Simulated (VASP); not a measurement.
# SiO2 (P6_422) in VASP: a series of runs

SiO2 is run at these levels: LDA; tasks: single point, relaxation of shape and atoms at fixed volume.

All numbers are computed with VASP 6.6.1; they aren't measurements. Logs are shortened: lines on timing, memory, paths and dates and some standing lists are left out, and cuts for length are marked.

## (1) The cell of the first run

The structure is hexagonal, space group P6_422 (No. 181). Conventional cell: a = 5.216 Å, b = 5.216 Å, c = 5.672 Å, α = 90.00°, β = 90.00°, γ = 120.00°. Si (site symmetry 222) has 4 O at 1.64 Å within 2.2 Å. Within 2.2 Å of O (site symmetry 2) lie 2 Si at 1.64 Å.

## (2) Single point, LDA (14.85 Å³/atom)

Contents of INCAR:

```
SYSTEM = SiO2
  PREC = Accurate
  ENCUT = 520
  EDIFF = 1E-6
  ISMEAR = 0
  SIGMA = 0.02
  LREAL = .False.
  LASPH = .True.
  NELM = 100
  ALGO = Normal
  ISIF = 2
  LWAVE = .False.
  LCHARG = .False.
  GGA = CA
  NBANDS = 34
```

Contents of KPOINTS:

```
regular mesh
0
Gamma
  6 6 4
  0 0 0
```

Contents of POSCAR:

```
SiO2
1.0
    5.2156737205      0.0000000000      0.0000000000
   -2.6078368603      4.5169059398      0.0000000000
    0.0000000000      0.0000000000      5.6719117458
Si O
3 6
Direct
    0.0000000000      0.5000000000      0.3333333333
    0.5000000000      0.5000000000      0.6666666667
    0.5000000000      0.0000000000      0.0000000000
    0.5690404181      0.7845202091      0.8333333333
    0.7845202091      0.5690404181      0.5000000000
    0.7845202091      0.2154797909      0.1666666667
    0.4309595819      0.2154797909      0.8333333333
    0.2154797909      0.4309595819      0.5000000000
    0.2154797909      0.7845202091      0.1666666667
```

Potentials or basis: VASP PAW LDA potentials, release 64 (Si, O).

Launch:

```bash
$ cat potpaw_LDA.64/Si/POTCAR potpaw_LDA.64/O/POTCAR > POTCAR
$ mpirun -np 1 vasp_std > vasp.out
```

OUTCAR:

```text
SYSTEM = SiO2
   PREC = Accurate
   ENCUT = 520
   EDIFF = 1E-6
   ISMEAR = 0
   LREAL = .False.
   LASPH = .True.
   NELM = 100
   ISIF = 2
   GGA = CA

 ion  position               nearest neighbor table
   1  0.000  0.500  0.333-   6 1.64   9 1.64   8 1.64   5 1.64
   2  0.500  0.500  0.667-   4 1.64   7 1.64   5 1.64   8 1.64
   3  0.500  0.000  0.000-   4 1.64   7 1.64   6 1.64   9 1.64
   4  0.569  0.785  0.833-   3 1.64   2 1.64
   5  0.785  0.569  0.500-   1 1.64   2 1.64
   6  0.785  0.215  0.167-   1 1.64   3 1.64
   7  0.431  0.215  0.833-   3 1.64   2 1.64
   8  0.215  0.431  0.500-   1 1.64   2 1.64
   9  0.215  0.785  0.167-   1 1.64   3 1.64

  LATTYP: Found a hexagonal cell.
 ALAT       =     5.2156737205
 C/A-ratio  =     1.0874744184

  Lattice vectors:

 A1 = (   5.2156737205,   0.0000000000,   0.0000000000)
 A2 = (  -2.6078368603,   4.5169059398,   0.0000000000)
 A3 = (   0.0000000000,   0.0000000000,   5.6719117458)

Analysis of symmetry for initial positions (statically):
=====================================================================
 Subroutine PRICEL returns:
 Original cell was already a primitive cell.

 Routine SETGRP: Setting up the symmetry group for a
 hexagonal supercell.

 Subroutine GETGRP returns: Found 12 space group operations
 (whereof  4 operations were pure point group operations)
 out of a pool of 24 trial point group operations.

The static configuration has the point symmetry D_2 .
 The point group associated with its full space group is D_6 .

Analysis of symmetry for dynamics (positions and initial velocities):
=====================================================================
 Subroutine PRICEL returns:
 Original cell was already a primitive cell.

 Routine SETGRP: Setting up the symmetry group for a
 hexagonal supercell.

 Subroutine GETGRP returns: Found 12 space group operations
 (whereof  4 operations were pure point group operations)
 out of a pool of 24 trial point group operations.

The dynamic configuration has the point symmetry D_2 .
 The point group associated with its full space group is D_6 .

 Subroutine INISYM returns: Found 12 space group operations
 (whereof  4 operations are pure point group operations),
 and found     1 'primitive' translations

----------------------------------------------------------------------------------------

                                     Primitive cell

  volume of cell :     133.6229

  direct lattice vectors                    reciprocal lattice vectors
     5.215673720  0.000000000  0.000000000     0.191729785  0.110695243  0.000000000
    -2.607836860  4.516905940  0.000000000     0.000000000  0.221390486  0.000000000
     0.000000000  0.000000000  5.671911746     0.000000000  0.000000000  0.176307398

  length of vectors
     5.215673720  5.215673721  5.671911746     0.221390486  0.221390486  0.176307398

  position of ions in fractional coordinates (direct lattice)
     0.000000000  0.500000000  0.333333333
     0.500000000  0.500000000  0.666666667
     0.500000000  0.000000000  0.000000000
     0.569040418  0.784520209  0.833333333
     0.784520209  0.569040418  0.500000000
     0.784520209  0.215479791  0.166666667
     0.430959582  0.215479791  0.833333333
     0.215479791  0.430959582  0.500000000
     0.215479791  0.784520209  0.166666667

  ion indices of the primitive-cell ions
   primitive index   ion index
                 1           1
                 2           2
                 3           3
                 4           4
                 5           5
                 6           6
                 7           7
                 8           8
                 9           9

----------------------------------------------------------------------------------------

 KPOINTS: regular mesh

Automatic generation of k-mesh.
 Grid dimensions read from file:
 generate k-points for:    6    6    4

 Generating k-lattice:

  Cartesian coordinates                     Fractional coordinates (reciprocal lattice)
     0.031954964  0.018449207  0.000000000     0.166666667 -0.000000000  0.000000000
     0.000000000  0.036898414  0.000000000     0.000000000  0.166666667  0.000000000
     0.000000000  0.000000000  0.044076849     0.000000000  0.000000000  0.250000000

  Length of vectors
     0.036898414  0.036898414  0.044076849

  Shift w.r.t. Gamma in fractional coordinates (k-lattice)
     0.000000000  0.000000000  0.000000000

 Subroutine IBZKPT returns following result:
 ===========================================

 Found     21 irreducible k-points:

 Following reciprocal coordinates:
            Coordinates               Weight
  0.000000  0.000000  0.000000      1.000000
  0.166667 -0.000000  0.000000      6.000000
  0.333333 -0.000000  0.000000      6.000000
  0.500000  0.000000  0.000000      3.000000
  0.166667  0.166667  0.000000      6.000000
  0.333333  0.166667  0.000000     12.000000
[... 13 lines left out ...]
  0.333333  0.166667  0.500000     12.000000
  0.333333  0.333333  0.500000      2.000000
   k-points           NKPTS =     21   k-points in BZ     NKDIM =     21   number of bands    NBANDS=     34
   number of dos      NEDOS =    301   number of ions     NIONS =      9
   total plane-waves  NPLWV =  67200
   dimension x,y,z NGX =    40 NGY =   40 NGZ =   42
   dimension x,y,z NGXF=    80 NGYF=   80 NGZF=   84
   ions per type =               3   6
   NGX,Y,Z   is equivalent  to a cutoff of  12.75, 12.75, 12.31 a.u.
   NGXF,Y,Z  is equivalent  to a cutoff of  25.50, 25.50, 24.62 a.u.
 SYSTEM =  SiO2
   PREC   = accura    normal or accurate (medium, high low for compatibility)
   ISTART =      0    job   : 0-new  1-cont  2-samecut
   ICHARG =      2    charge: 1-file 2-atom 10-const
   ISPIN  =      1    spin polarized calculation?
   LNONCOLLINEAR =      F non collinear calculations
   LSORBIT =      F    spin-orbit coupling
   LASPH  =      T    aspherical Exc in radial PAW
   ENCUT  =  520.0 eV  38.22 Ry    6.18 a.u.   9.70  9.70 10.55*2*pi/ulx,y,z
   NELM   =    100;   NELMIN=  2; NELMDL= -5     # of ELM steps
   EDIFF  = 0.1E-05   stopping-criterion for ELM
   LREAL  =      F    real-space projection
   EDIFFG = 0.1E-04   stopping-criterion for IOM
   NSW    =      0    number of steps for IOM
   IBRION =     -1    ionic relax: 0-MD 1-quasi-New 2-CG
   NFREE  =      0    steps in history (QN), initial steepest desc. (CG)
   ISIF   =      2    stress and relaxation
   ISYM   =      2    0-nonsym 1-usesym 2-fastsym
   POTIM  = 0.5000    time-step for ionic-motion
   TEBEG  =    0.0;   TEEND  =   0.0 temperature during run
   PSTRESS=    0.0 pullay stress
   NELECT =      48.0000    total number of electrons
   NUPDOWN=      -1.0000    fix difference up-down
   EMIN   =  10.00;   EMAX   =-10.00  energy-range for DOS
   EFERMI =   0.00;   METHOD = LEGACY
   ISMEAR =     0;   SIGMA  =   0.02  broadening in eV -4-tet -1-fermi 0-gaus
   EFERMI_NEDOS =   21; number of points for ismear=-14 and -15
   IALGO  =     38    algorithm
   IMIX   =      4    mixing-type and parameters
     AMIX     =   0.40;   BMIX     =  1.00
     AMIX_MAG =   1.60;   BMIX_MAG =  1.00
  volume/ion in A,a.u.               =      14.85       100.19
  Fermi-wavevector in a.u.,A,eV,Ry     =   1.163755  2.199178 18.426723  1.354326
  Thomas-Fermi vector in A             =   2.300301
   LORBIT       =      0    0 simple, 1 ext, 2 COOP (PROOUT), +10 PAW based schemes
   GGA     = CA    functional components
   LHFCALC =     F    Hartree Fock is set to
   AEXX    =    0.0000 exact exchange contribution
   IVDW    =     0    specifies the selected vdW correction
   LEPSILON=     F    determine dielectric tensor
   LRPA    =     F    only Hartree local field effects (RPA)
 non-spin polarized calculation
 Gauss-broadening in eV      SIGMA  =   0.02
  energy-cutoff  :      520.00
  volume of cell :      133.62
 maximum number of plane-waves:      3627
 NGX is ok and might be reduce to    40
   NGX = 19   NGY = 19   NGZ = 21

 number of electron      47.9999993 magnetization

 Free energy of the ion-electron system (eV)
  ---------------------------------------------------
  ext. energy  EPLUGINS =         0.00000000
  ---------------------------------------------------
  free energy    TOTEN  =       -77.38797327 eV

  energy without entropy =      -77.38797327  energy(sigma->0) =      -77.38797327

 E-fermi :  -0.0922     XC(G=0):  -8.9247

 val. band max:       -0.2645825229   @ k =   0.5000   0.0000   0.0000
 cond. band min:       4.7535409253   @ k =   0.0000   0.0000   0.0000
 fundamental gap:      5.0181234482
 Fermi energy:        -0.0922357142

 k-point     1 :       0.0000    0.0000    0.0000
  band No.  band energies     occupation
      1     -19.1556      2.00000
      2     -17.7636      2.00000
      3     -17.7636      2.00000
      4     -17.2916      2.00000
      5     -17.0938      2.00000
      6     -17.0938      2.00000
[... 26 lines left out ...]
     33      11.6161      0.00000
     34      11.6161      0.00000

 k-point     2 :       0.1667   -0.0000    0.0000
  band No.  band energies     occupation
      1     -19.0875      2.00000
      2     -17.8699      2.00000
      3     -17.7501      2.00000
      4     -17.2698      2.00000
      5     -17.1107      2.00000
      6     -17.1106      2.00000
[... 26 lines left out ...]
     33      11.6616      0.00000
     34      11.8859      0.00000
[... 664 lines left out ...]
     33      10.3997      0.00000
     34      10.6653      0.00000

 k-point    21 :       0.3333    0.3333    0.5000
  band No.  band energies     occupation
      1     -18.6772      2.00000
      2     -18.0809      2.00000
      3     -18.0809      2.00000
      4     -17.2760      2.00000
      5     -17.1121      2.00000
      6     -17.1121      2.00000
[... 26 lines left out ...]
     33      10.3449      0.00000
     34      10.3907      0.00000

------------------------ aborting loop because EDIFF is reached ----------------------------------------

  FORCE on cell =-STRESS in cart. coord.  units (eV):
  Direction    XX          YY          ZZ          XY          YZ          ZX
  --------------------------------------------------------------------------------------
  -------------------------------------------------------------------------------------
  Total       -9.4908095     -9.4908095     -9.4294681      0.0000000      0.0000000      0.0000000
  in kB     -113.7975494   -113.7975494   -113.0620483      0.0000000      0.0000000      0.0000000
  external PRESSURE =    -113.5523824 kB  Pullay stress =       0.0000000 kB

 VOLUME and BASIS-vectors are now :
 -----------------------------------------------------------------------------
  energy-cutoff  :      520.00
  volume of cell :      133.62
      direct lattice vectors                 reciprocal lattice vectors
     5.215673720  0.000000000  0.000000000     0.191729785  0.110695243  0.000000000
    -2.607836860  4.516905940  0.000000000     0.000000000  0.221390486  0.000000000
     0.000000000  0.000000000  5.671911746     0.000000000  0.000000000  0.176307398

 POSITION                                       TOTAL-FORCE (eV/Angst)
 -----------------------------------------------------------------------------------
     -1.30392      2.25845      1.89064        -0.000000     -0.000000      0.000000
      1.30392      2.25845      3.78127        -0.000000     -0.000000      0.000000
      2.60784      0.00000      0.00000        -0.000000     -0.000000     -0.000000
      0.92203      3.54360      4.72659         0.006841      0.003950     -0.000000
      2.60784      2.57030      2.83596        -0.000000      0.007899      0.000000
      3.52987      0.97330      0.94532         0.006841     -0.003950      0.000000
      1.68581      0.97330      4.72659        -0.006841     -0.003950      0.000000
     -0.00000      1.94660      2.83596         0.000000     -0.007899     -0.000000
     -0.92203      3.54360      0.94532        -0.006841      0.003950      0.000000
 -----------------------------------------------------------------------------------
    total drift:                                0.000000     -0.000000      0.000001

  FREE ENERGIE OF THE ION-ELECTRON SYSTEM (eV)
  ---------------------------------------------------
  free  energy   TOTEN  =       -77.3879732712 eV

  energy  without entropy=      -77.3879732712  energy(sigma->0) =      -77.38797327
```

Run time: 56 s. Hardware: 1 thread of Intel Xeon Platinum 8488C (Sapphire Rapids), shared host; peak memory 0.23 GiB.

Results:

```yaml
Free_energy: -77.3880 eV
Pressure: -11.4 GPa
Largest_force: 0.008 eV/Å
Band_gap_on_the_k_mesh: 5.02 eV (least direct gap 5.27 eV)
```

Forces in eV/Å, atoms in the order of the input:
```
Si   0.000  0.000  0.000
Si   0.000  0.000  0.000
Si   0.000  0.000  0.000
O    0.007  0.004  0.000
O    0.000  0.008  0.000
O    0.007 -0.004  0.000
O   -0.007 -0.004  0.000
O    0.000 -0.008  0.000
O   -0.007  0.004  0.000
```

Caveat: the cell stands under tension. A k mesh can miss the band edges.

## (3) Relaxation of shape and atoms at fixed volume, LDA (11.88 Å³/atom)

This run uses another cell than the first one, of 11.88 Å³/atom.

Contents of INCAR:

```
SYSTEM = SiO2
  ALGO = Normal
  EDIFF = 1E-6
  EDIFFG = -0.01
  ENCUT = 600
  IBRION = 2
  ISIF = 4
  ISMEAR = 0
  LASPH = .TRUE.
  LCHARG = .FALSE.
  LREAL = .FALSE.
  LWAVE = .FALSE.
  NELM = 100
  NSW = 50
  PREC = Accurate
  SIGMA = 0.02
```

Contents of KPOINTS:

```
k-points
0
G
  6 6 4
  0 0 0
```

Contents of POSCAR:

```
SiO2
1.0
    4.7681834098      0.0000000000      0.0000000000
   -2.3840917049      4.1293679628      0.0000000000
    0.0000000000      0.0000000000      5.4291817100
Si O
3 6
Direct
    0.0000000000      0.5000000000      0.3333333333
    0.5000000000      0.5000000000      0.6666666667
    0.5000000000      0.0000000000      0.0000000000
    0.6035997692      0.8017998846      0.8333333333
    0.8017998846      0.6035997692      0.5000000000
    0.8017998846      0.1982001154      0.1666666667
    0.3964002308      0.1982001154      0.8333333333
    0.1982001154      0.3964002308      0.5000000000
    0.1982001154      0.8017998846      0.1666666667
```

Potentials or basis: VASP PAW LDA potentials, release 64 (Si, O).

Launch:

```bash
$ cat potpaw_LDA.64/Si/POTCAR potpaw_LDA.64/O/POTCAR > POTCAR
$ mpirun -np 1 vasp_std > vasp.out
```

Run time: 2.9 min. Hardware: 1 thread of Intel Xeon Platinum 8488C (Sapphire Rapids), shared host; peak memory 0.24 GiB.

Results (log left out):

* Free energy: -76.9264 eV
* Energy gained by relaxing: 5.0 meV/atom
* Ionic steps: 6
* Pressure after relaxing: 19.2 GPa
* Band gap on the k mesh: 5.54 eV (least direct gap 5.54 eV)

Forces on the atoms (eV/Å):
```
Si   0.000  0.000  0.000
Si   0.000  0.000  0.000
Si   0.000  0.000  0.000
O    0.002  0.001  0.000
O    0.000  0.002  0.000
O    0.002 -0.001  0.000
O   -0.002 -0.001  0.000
O    0.000 -0.002  0.000
O   -0.002  0.001  0.000
```

The path:
| step | energy change (eV) | largest force (eV/Å) | pressure (GPa) | volume (Å³) |
| --- | --- | --- | --- | --- |
| 1 | 0.0000 | 0.3632 | 23.30 | 106.90 |
| 2 | -0.0277 | 0.1456 | 21.55 | 106.90 |
| 3 | -0.0337 | 0.0184 | 20.25 | 106.90 |
| 4 | -0.0380 | 0.0137 | 20.04 | 106.90 |
| 5 | -0.0450 | 0.0009 | 19.38 | 106.90 |
| 6 | -0.0452 | 0.0020 | 19.21 | 106.90 |

Final structure:
```
Si O
1.0
     4.71077    0.00000    0.00000
    -2.35539    4.07965    0.00000
     0.00000    0.00000    5.56232
Si O
3 6
Cartesian
  3.5331 2.0398 1.8541
  1.1777 2.0398 3.7082
  0.0000 4.0796 5.5623
  0.9863 3.2892 4.6353
  2.3554 2.4988 2.7812
  3.3417 0.7904 0.9271
  1.3690 0.7904 4.6353
  0.0000 1.5808 2.7812
  -0.9863 3.2892 0.9271
```

Levels at points of the mesh, in eV from the valence-band top:
```csv
k point,band 21,band 22,band 23,band 24,band 25,band 26,band 27,band 28
"(0.00, 0.00, 0.00)",-1.51,-0.70,-0.70,-0.01,5.54,8.75,8.75,10.00
"(0.50, 0.00, 0.00)",-1.43,-1.10,-0.58,-0.11,7.58,8.61,9.58,9.73
"(0.00, 0.00, 0.50)",-1.56,-0.61,-0.03,-0.03,7.36,7.36,7.83,10.16
"(0.50, 0.00, 0.50)",-1.06,-0.95,-0.81,-0.46,8.60,8.67,9.15,9.62
```

A k mesh can miss the band edges.
